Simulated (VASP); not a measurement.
# Ba (Im-3m) in VASP: a series of runs

The runs below take Ba through single point, with LDA.

Everything below comes from runs of VASP 6.6.1. Logs are shortened: lines on timing, memory, paths and dates and some standing lists are left out, and cuts for length are marked.

## 1. The cell of the first run

Symmetry: Im-3m, No. 229, cubic system. Conventional cell: a = 4.758 Å, b = 4.758 Å, c = 4.758 Å, α = 90.00°, β = 90.00°, γ = 90.00°. Within 5.4 Å of Ba (site symmetry m-3m) lie 14 Ba at 4.12 to 4.76 Å.

## 2. Single point, LDA

INCAR

```
SYSTEM = Ba
ALGO = Normal
EDIFF = 1E-7
ENCUT = 520
GGA = CA
ISIF = 2
ISMEAR = -1
LASPH = .True.
LCHARG = .False.
LREAL = .False.
LWAVE = .False.
NBANDS = 11
NELM = 80
PREC = Accurate
SIGMA = 0.3
```

KPOINTS

```
k-points
0
Gamma
  9 9 9
  0 0 0
```

POSCAR

```
Ba
1.0
   -2.3789385306      2.3789385306      2.3789385306
    2.3789385306     -2.3789385306      2.3789385306
    2.3789385306      2.3789385306     -2.3789385306
Ba
1
Direct
    0.0000000000      0.0000000000      0.0000000000
```

Potentials or basis: VASP PAW LDA potentials, release 64 (Ba_sv).

On the command line:

```sh
$ cat potpaw_LDA.64/Ba_sv/POTCAR > POTCAR
$ mpirun -np 1 vasp_std > vasp.out
```

OUTCAR:

```text
SYSTEM = Ba
   EDIFF = 1E-7
   ENCUT = 520
   GGA = CA
   ISIF = 2
   ISMEAR = -1
   LASPH = .True.
   LREAL = .False.
   NELM = 80
   PREC = Accurate

 ion  position               nearest neighbor table
   1  0.000  0.000  0.000-

  LATTYP: Found a body centered cubic cell.
 ALAT       =     4.7578770612

  Lattice vectors:

 A1 = (  -2.3789385306,   2.3789385306,   2.3789385306)
 A2 = (   2.3789385306,  -2.3789385306,   2.3789385306)
 A3 = (   2.3789385306,   2.3789385306,  -2.3789385306)

Analysis of symmetry for initial positions (statically):
=====================================================================
 Subroutine PRICEL returns:
 Original cell was already a primitive cell.

 Routine SETGRP: Setting up the symmetry group for a
 body centered cubic supercell.

 Subroutine GETGRP returns: Found 48 space group operations
 (whereof 48 operations were pure point group operations)
 out of a pool of 48 trial point group operations.

The static configuration has the point symmetry O_h .

Analysis of symmetry for dynamics (positions and initial velocities):
=====================================================================
 Subroutine PRICEL returns:
 Original cell was already a primitive cell.

 Routine SETGRP: Setting up the symmetry group for a
 body centered cubic supercell.

 Subroutine GETGRP returns: Found 48 space group operations
 (whereof 48 operations were pure point group operations)
 out of a pool of 48 trial point group operations.

The dynamic configuration has the point symmetry O_h .

 Subroutine INISYM returns: Found 48 space group operations
 (whereof 48 operations are pure point group operations),
 and found     1 'primitive' translations

----------------------------------------------------------------------------------------

                                     Primitive cell

  volume of cell :      53.8530

  direct lattice vectors                    reciprocal lattice vectors
    -2.378938531  2.378938531  2.378938531     0.000000000  0.210177772  0.210177772
     2.378938531 -2.378938531  2.378938531     0.210177772  0.000000000  0.210177772
     2.378938531  2.378938531 -2.378938531     0.210177772  0.210177772  0.000000000

  length of vectors
     4.120442403  4.120442403  4.120442403     0.297236256  0.297236256  0.297236256

  position of ions in fractional coordinates (direct lattice)
     0.000000000  0.000000000  0.000000000

  ion indices of the primitive-cell ions
   primitive index   ion index
                 1           1

----------------------------------------------------------------------------------------

 KPOINTS: k-points

Automatic generation of k-mesh.
 Grid dimensions read from file:
 generate k-points for:    9    9    9

 Generating k-lattice:

  Cartesian coordinates                     Fractional coordinates (reciprocal lattice)
     0.000000000  0.023353086  0.023353086     0.111111111  0.000000000  0.000000000
     0.023353086  0.000000000  0.023353086     0.000000000  0.111111111  0.000000000
     0.023353086  0.023353086  0.000000000     0.000000000  0.000000000  0.111111111

  Length of vectors
     0.033026251  0.033026251  0.033026251

  Shift w.r.t. Gamma in fractional coordinates (k-lattice)
     0.000000000  0.000000000  0.000000000

 Subroutine IBZKPT returns following result:
 ===========================================

 Found     35 irreducible k-points:

 Following reciprocal coordinates:
            Coordinates               Weight
  0.000000  0.000000  0.000000      1.000000
  0.111111  0.000000  0.000000     12.000000
  0.222222  0.000000  0.000000     12.000000
  0.333333  0.000000  0.000000     12.000000
  0.444444  0.000000  0.000000     12.000000
  0.111111  0.111111  0.000000     24.000000
[... 16 lines left out ...]
 -0.333333  0.444444  0.111111     48.000000
 -0.444444 -0.444444  0.111111     24.000000
 [... further k-points ...]
   k-points           NKPTS =     35   k-points in BZ     NKDIM =     35   number of bands    NBANDS=     11
   number of dos      NEDOS =    301   number of ions     NIONS =      1
   total plane-waves  NPLWV =  32768
   dimension x,y,z NGX =    32 NGY =   32 NGZ =   32
   dimension x,y,z NGXF=    64 NGYF=   64 NGZF=   64
   ions per type =               1
   NGX,Y,Z   is equivalent  to a cutoff of  12.91, 12.91, 12.91 a.u.
   NGXF,Y,Z  is equivalent  to a cutoff of  25.82, 25.82, 25.82 a.u.
 SYSTEM =  Ba
   PREC   = accura    normal or accurate (medium, high low for compatibility)
   ISTART =      0    job   : 0-new  1-cont  2-samecut
   ICHARG =      2    charge: 1-file 2-atom 10-const
   ISPIN  =      1    spin polarized calculation?
   LNONCOLLINEAR =      F non collinear calculations
   LSORBIT =      F    spin-orbit coupling
   LASPH  =      T    aspherical Exc in radial PAW
   ENCUT  =  520.0 eV  38.22 Ry    6.18 a.u.   7.66  7.66  7.66*2*pi/ulx,y,z
   NELM   =     80;   NELMIN=  2; NELMDL= -5     # of ELM steps
   EDIFF  = 0.1E-06   stopping-criterion for ELM
   LREAL  =      F    real-space projection
   EDIFFG = 0.1E-05   stopping-criterion for IOM
   NSW    =      0    number of steps for IOM
   IBRION =     -1    ionic relax: 0-MD 1-quasi-New 2-CG
   NFREE  =      0    steps in history (QN), initial steepest desc. (CG)
   ISIF   =      2    stress and relaxation
   ISYM   =      2    0-nonsym 1-usesym 2-fastsym
   POTIM  = 0.5000    time-step for ionic-motion
   TEBEG  =    0.0;   TEEND  =   0.0 temperature during run
   PSTRESS=    0.0 pullay stress
   NELECT =      10.0000    total number of electrons
   NUPDOWN=      -1.0000    fix difference up-down
   EMIN   =  10.00;   EMAX   =-10.00  energy-range for DOS
   EFERMI =   0.00;   METHOD = LEGACY
   ISMEAR =    -1;   SIGMA  =   0.30  broadening in eV -4-tet -1-fermi 0-gaus
   EFERMI_NEDOS =   21; number of points for ismear=-14 and -15
   IALGO  =     38    algorithm
   IMIX   =      4    mixing-type and parameters
     AMIX     =   0.40;   BMIX     =  1.00
     AMIX_MAG =   1.60;   BMIX_MAG =  1.00
  volume/ion in A,a.u.               =      53.85       363.42
  Fermi-wavevector in a.u.,A,eV,Ry     =   0.933982  1.764969 11.868654  0.872321
  Thomas-Fermi vector in A             =   2.060739
   LORBIT       =      0    0 simple, 1 ext, 2 COOP (PROOUT), +10 PAW based schemes
   GGA     = CA    functional components
   LHFCALC =     F    Hartree Fock is set to
   AEXX    =    0.0000 exact exchange contribution
   IVDW    =     0    specifies the selected vdW correction
   LEPSILON=     F    determine dielectric tensor
   LRPA    =     F    only Hartree local field effects (RPA)
 non-spin polarized calculation
  energy-cutoff  :      520.00
  volume of cell :       53.85
 maximum number of plane-waves:      1481
   NGX = 15   NGY = 15   NGZ = 15

 number of electron      10.0000000 magnetization

 number of electron       9.9999999 magnetization

 Free energy of the ion-electron system (eV)
  ---------------------------------------------------
  ext. energy  EPLUGINS =         0.00000000
  ---------------------------------------------------
  free energy    TOTEN  =        -2.46730113 eV

  energy without entropy =       -1.99337111  energy(sigma->0) =       -2.23033612

 E-fermi :   1.9925     XC(G=0):  -8.1356

 val. band max:        1.9859737370   @ k =  -0.3333   0.4444   0.2222
 cond. band min:       2.0269397162   @ k =   0.3333   0.3333   0.0000
 fundamental gap:      0.0409659792
 Fermi energy:         1.9924900012

 k-point     1 :       0.0000    0.0000    0.0000
  band No.  band energies     occupation
      1     -26.5599      2.00000
      2     -11.4037      2.00000
      3     -11.4037      2.00000
      4     -11.4037      2.00000
      5      -0.8246      1.99983
      6       3.9215      0.00322
      7       3.9215      0.00322
      8       3.9215      0.00322
      9       5.6118      0.00001
     10       5.6118      0.00001
     11       9.4114      0.00000

 k-point     2 :       0.1111    0.0000    0.0000
  band No.  band energies     occupation
      1     -26.5498      2.00000
      2     -11.5030      2.00000
      3     -11.4331      2.00000
      4     -11.4047      2.00000
      5      -0.5461      1.99958
      6       3.7048      0.00662
      7       3.7974      0.00487
      8       4.2077      0.00124
      9       5.2946      0.00003
     10       5.5903      0.00001
     11       9.7252      0.00000

 k-point     3 :       0.2222    0.0000    0.0000
  band No.  band energies     occupation
      1     -26.5242      2.00000
      2     -11.7418      2.00000
      3     -11.5060      2.00000
      4     -11.4071      2.00000
      5       0.1496      1.99571
      6       3.2550      0.02931
      7       3.3485      0.02154
      8       5.0382      0.00008
      9       5.2532      0.00004
     10       5.6280      0.00001
     11      10.0958      0.00000

 k-point     4 :       0.3333    0.0000    0.0000
  band No.  band energies     occupation
      1     -26.4948      2.00000
      2     -11.9947      2.00000
      3     -11.5867      2.00000
      4     -11.4100      2.00000
      5       0.7943      1.96382
      6       2.8486      0.10899
      7       3.2063      0.03438
      8       5.5581      0.00001
      9       5.8553      0.00001
     10       6.3215      0.00000
     11       9.2639      0.00000

 k-point     5 :       0.4444    0.0000    0.0000
  band No.  band energies     occupation
      1     -26.4755      2.00000
      2     -12.1508      2.00000
      3     -11.6380      2.00000
      4     -11.4120      2.00000
      5       0.9585      1.93826
      6       2.6216      0.21876
      7       3.7169      0.00636
      8       5.6494      0.00001
      9       6.2128      0.00000
     10       7.7551      0.00000
     11       8.3190      0.00000

 k-point     6 :       0.1111    0.1111    0.0000
  band No.  band energies     occupation
      1     -26.5320      2.00000
      2     -11.6670      2.00000
      3     -11.4678      2.00000
      4     -11.4278      2.00000
      5      -0.0480      1.99778
      6       3.4214      0.01694
      7       3.4257      0.01669
      8       4.8069      0.00017
      9       5.0152      0.00008
     10       5.7746      0.00001
     11      10.1003      0.00000

 k-point     7 :       0.2222    0.1111    0.0000
  band No.  band energies     occupation
      1     -26.5045      2.00000
      2     -11.8909      2.00000
      3     -11.5572      2.00000
      4     -11.4393      2.00000
      5       0.7011      1.97335
      6       2.9553      0.07763
      7       3.0888      0.05046
      8       5.1201      0.00006
      9       5.8973      0.00000
     10       6.0293      0.00000
     11       9.9102      0.00000

 k-point     8 :       0.3333    0.1111   -0.0000
  band No.  band energies     occupation
      1     -26.4801      2.00000
      2     -12.0733      2.00000
      3     -11.6427      2.00000
      4     -11.4442      2.00000
      5       1.1341      1.89181
      6       2.7093      0.16798
      7       3.2288      0.03193
      8       5.4455      0.00002
      9       6.2067      0.00000
     10       7.2626      0.00000
     11       9.0532      0.00000
[... 141 lines left out ...]
 k-point    19 :      -0.2222    0.2222    0.1111
  band No.  band energies     occupation
      1     -26.5153      2.00000
      2     -11.7407      2.00000
      3     -11.5377      2.00000
      4     -11.4799      2.00000
      5       0.3933      1.99036
      6       3.3495      0.02147
      7       3.4934      0.01334
      8       4.3648      0.00074
      9       4.9249      0.00011
     10       6.2438      0.00000
     11      10.1937      0.00000

 k-point    20 :      -0.3333    0.3333    0.1111
  band No.  band energies     occupation
      1     -26.4869      2.00000
      2     -11.9772      2.00000
      3     -11.6200      2.00000
      4     -11.4788      2.00000
      5       1.0404      1.91965
      6       2.9578      0.07701
      7       3.1197      0.04562
      8       4.7935      0.00018
      9       6.2060      0.00000
     10       6.3017      0.00000
     11       9.3272      0.00000

 k-point    21 :      -0.2222    0.3333    0.1111
  band No.  band energies     occupation
      1     -26.4896      2.00000
      2     -11.8951      2.00000
      3     -11.6298      2.00000
      4     -11.5218      2.00000
      5       1.0743      1.91047
      6       2.7981      0.12769
      7       3.4654      0.01464
      8       4.3917      0.00067
      9       5.7426      0.00001
     10       6.3607      0.00000
     11       9.5581      0.00000

 k-point    22 :      -0.4444    0.4444    0.1111
  band No.  band energies     occupation
      1     -26.4682      2.00000
      2     -12.1244      2.00000
      3     -11.6724      2.00000
      4     -11.4773      2.00000
      5       1.2043      1.86519
      6       2.9055      0.09100
      7       3.2350      0.03130
      8       4.8735      0.00014
      9       6.5680      0.00000
     10       7.6591      0.00000
     11       9.2824      0.00000

 k-point    23 :      -0.3333    0.4444    0.1111
  band No.  band energies     occupation
      1     -26.4668      2.00000
      2     -12.0366      2.00000
      3     -11.7263      2.00000
      4     -11.5271      2.00000
      5       1.5454      1.63228
      6       2.5609      0.26144
      7       3.2536      0.02944
      8       4.7589      0.00020
      9       6.1223      0.00000
     10       7.3195      0.00000
     11       9.4809      0.00000

 k-point    24 :      -0.4444   -0.4444    0.1111
  band No.  band energies     occupation
      1     -26.4577      2.00000
      2     -12.0918      2.00000
      3     -11.7651      2.00000
      4     -11.5268      2.00000
      5       1.5801      1.59630
      6       2.8669      0.10288
      7       2.9567      0.07729
      8       4.7250      0.00022
      9       6.6281      0.00000
     10       8.3779      0.00000
     11       8.8488      0.00000

 [... further k-points ...]
[... 5 lines left out ...]
  --------------------------------------------------------------------------------------
  -------------------------------------------------------------------------------------
  Total        0.1281899      0.1281899      0.1281899      0.0000000      0.0000000      0.0000000
  in kB        3.8137715      3.8137715      3.8137715      0.0000000      0.0000000      0.0000000
  external PRESSURE =       3.8137715 kB  Pullay stress =       0.0000000 kB

 VOLUME and BASIS-vectors are now :
 -----------------------------------------------------------------------------
  energy-cutoff  :      520.00
  volume of cell :       53.85
      direct lattice vectors                 reciprocal lattice vectors
    -2.378938531  2.378938531  2.378938531     0.000000000  0.210177772  0.210177772
     2.378938531 -2.378938531  2.378938531     0.210177772  0.000000000  0.210177772
     2.378938531  2.378938531 -2.378938531     0.210177772  0.210177772  0.000000000

 POSITION                                       TOTAL-FORCE (eV/Angst)
 -----------------------------------------------------------------------------------
      0.00000      0.00000      0.00000         0.000000     -0.000000     -0.000000
 -----------------------------------------------------------------------------------
    total drift:                                0.000000      0.000000     -0.000000

  FREE ENERGIE OF THE ION-ELECTRON SYSTEM (eV)
  ---------------------------------------------------
  free  energy   TOTEN  =        -2.4673011346 eV

  energy  without entropy=       -1.9933711144  energy(sigma->0) =       -2.23033612
```

Run time: 10 s. Hardware: 1 thread of Intel Xeon Platinum 8259CL at 2.50GHz (Skylake/Cascade Lake), shared host; peak memory 0.16 GiB.

What came out:

| Quantity | Value |
| --- | --- |
| Free energy | -2.4673 eV |
| Pressure | 0.4 GPa |
| Band gap on the k mesh | zero (band 5 reaches 2.58 eV, above the bottom of band 6 at 1.32 eV) |

Levels at points of the mesh, in eV from the Fermi level:
| k point | band 2 | band 3 | band 4 | band 5 | band 6 | band 7 | band 8 | band 9 |
| --- | --- | --- | --- | --- | --- | --- | --- | --- |
| (0.00, 0.00, 0.00) | -13.40 | -13.40 | -13.40 | -2.82 | 1.93 | 1.93 | 1.93 | 3.62 |

Caveat: spin-orbit coupling is left out, which moves the levels of the heavy elements.

(Part 1 of 2 ends here.)
